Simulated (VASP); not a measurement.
Set up this calculation in VASP 6.6.1, as the native input.

```
Task                   : single point
Functional             : PBE
Potentials or basis    : VASP PAW PBE potentials, release 64 (Y_sv)
Cutoff                 : 520 eV
k mesh                 : 11 × 11 × 11
Occupations            : fermi-dirac, width 0.1 eV
Spin                   : no spin polarisation
Dipole correction      : no
Further INCAR settings : ALGO = Normal; EDIFF = 1e-07; NBANDS = 12
```

The structure of Y lies in POSCAR:

```
Y
1.0
   -2.0227532140      2.0227532140      2.0227532140
    2.0227532140     -2.0227532140      2.0227532140
    2.0227532140      2.0227532140     -2.0227532140
Y
1
Direct
    0.0000000000      0.0000000000      0.0000000000
```

This isn't the form of Y at room conditions, which is hcp.

These files were run (other wordings do the same):

INCAR

```
SYSTEM = Y
ALGO     = Normal         ! electronic algorithm
EDIFF    = 1E-7           ! SCF threshold, eV
ENCUT    = 520            ! plane-wave cutoff, eV
GGA      = PE             ! functional
ISIF     = 2              ! what is computed and relaxed
ISMEAR   = -1             ! smearing method
LASPH    = .True.         ! aspherical terms in the spheres
LCHARG   = .True.         ! write CHGCAR
LELF     = .True.         ! ELF
LREAL    = .False.        ! projectors in reciprocal space
LVHAR    = .True.       
LWAVE    = .False.        ! write WAVECAR
NBANDS   = 12             ! bands
NELM     = 100            ! most SCF steps
PREC     = Accurate       ! precision mode
SIGMA    = 0.1            ! smearing width, eV
```

KPOINTS

```
k-points
0
Gamma
  11 11 11
  0 0 0
```

Potentials or basis: VASP PAW PBE potentials, release 64 (Y_sv).

The run is started by

```sh
$ cat potpaw_PBE.64/Y_sv/POTCAR > POTCAR
$ mpirun -np 1 vasp_std > vasp.out
```

It gave:

```json
{"Pressure": "-0.1 GPa", "Band gap on the k mesh": "zero (an odd number of electrons rules out a gap without spin polarisation)"}
```

Run time: 13 s on 1 thread of AMD EPYC 9R45 96-Core Processor (Zen 5) (shared host), peak memory 0.15 GiB.
